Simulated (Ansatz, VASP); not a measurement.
**MnHg in VASP and in Ansatz**

POSCAR

```
MnHg
1.0
    3.2880000000      0.0000000000      0.0000000000
    0.0000000000      3.2880000000      0.0000000000
    0.0000000000      0.0000000000      3.3130000000
Mn Hg
1 1
Direct
    0.5000000000      0.5000000000      0.5000000000
    0.0000000000      0.0000000000      0.0000000000
```

INCAR.step1

```
SYSTEM = MnHg
ALGO     = Normal         ! electronic algorithm
EDIFF    = 1E-4           ! SCF threshold, eV
ENCUT    = 520            ! plane-wave cutoff, eV
GGA      = PE             ! functional
ISMEAR   = 0              ! smearing method
LASPH    = .True.         ! aspherical terms in the spheres
LCHARG   = .False.        ! write CHGCAR
LREAL    = .False.        ! projectors in reciprocal space
LWAVE    = .True.         ! write WAVECAR
NBANDS   = 20             ! bands
NELM     = 60             ! most SCF steps
PREC     = Accurate       ! precision mode
SIGMA    = 0.1            ! smearing width, eV
```

Contents of INCAR.step2:

```
SYSTEM = MnHg
ALGO     = Normal         ! electronic algorithm
EDIFF    = 1E-6           ! SCF threshold, eV
ENCUT    = 520            ! plane-wave cutoff, eV
ISIF     = 2              ! what is computed and relaxed
ISMEAR   = 0              ! smearing method
ISTART   = 1            
LASPH    = .True.         ! aspherical terms in the spheres
LCHARG   = .False.        ! write CHGCAR
LMIXTAU  = .True.       
LREAL    = .False.        ! projectors in reciprocal space
LWAVE    = .False.        ! write WAVECAR
METAGGA  = R2SCAN         ! meta-GGA
NBANDS   = 20             ! bands
NELM     = 60             ! most SCF steps
PREC     = Accurate       ! precision mode
SIGMA    = 0.1            ! smearing width, eV
```

The input KPOINTS:

```
k-points
0
Gamma
  12 12 12
  0 0 0
```

Input for Ansatz:

```yaml
crystal:
  lattice:
    - [3.288, 0.0, 0.0]
    - [0.0, 3.288, 0.0]
    - [0.0, 0.0, 3.313]
  atoms:
    - { symbol: Mn, position: [0.5, 0.5, 0.5] }
    - { symbol: Hg, position: [0.0, 0.0, 0.0] }
basis:
  ecutwfc: 500
kpoints:
  mp_grid: { grid: [12, 12, 12] }
hamiltonian:
  xc: r2scan
scf:
  occupations: { method: gaussian, width: 0.1 }
  lower_state_search: "off"
output:
  forces: true
  stress: true
  eigenvalues: true
```

Alike in both runs: task single point; functional r2SCAN; k mesh 12 × 12 × 12; occupations gaussian, width 0.1 eV; no spin polarisation.

|  | VASP | Ansatz |
| --- | --- | --- |
| version | VASP 6.6.1 | Ansatz 0.2.0 |
| potentials or method | VASP PAW PBE potentials, release 64 (Mn_pv, Hg), cutoff 520 eV | scalar-relativistic, plane waves, PAW |
| valence electrons in the cell | 25 | 35 |

```tsv
	VASP	Ansatz	Ansatz less VASP
gap on the k mesh at the Fermi level (eV)	none	none	-
pressure (GPa)	-17.1	-18.0	-0.90
traceless stress, the component that is largest in VASP (GPa)	-0.07	-0.03	+0.035
```

VASP's potentials were made for PBE, not for r2SCAN. A gap of «none» marks a metal or a gap that the smearing closes. VASP's potentials hold 25 valence electrons a cell and Ansatz's 35, so a difference there can come from the potentials and not from the codes.

Spin-orbit coupling is off throughout.
